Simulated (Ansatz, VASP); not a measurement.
Cl in VASP and in Ansatz

```
Cl
1.0
     4.02178   -2.66188    0.00000
     4.02178    2.66188    0.00000
     0.00000    0.00000    9.33474
Cl
4
Direct
  0.90428 0.09572 0.09319
  0.59572 0.40428 0.59319
  0.09572 0.90428 0.90681
  0.40428 0.59572 0.40681
```

Alike in both runs: functional RPBE; k mesh 5 × 5 × 2; occupations fermi-dirac, width 0.05 eV; no spin polarisation.

Ansatz relaxed the structure, and its values are those at the end. VASP's run is a single point on that final structure, the one shown.

```csv
,VASP,Ansatz
version,VASP 6.6.1,Ansatz 0.2.0
potentials or method,"VASP PAW PBE potentials, release 64 (Cl), cutoff 520 eV","plane waves (420 eV) with PAW, scalar-relativistic"
valence electrons in the cell,28,28
```

```csv
,VASP,Ansatz,Ansatz less VASP
pressure (GPa),-0.3,0.0,+0.25
rms of the force components (eV/Å),0.120,0.002,-0.1179
```

VASP's potentials were made for PBE, not for RPBE.
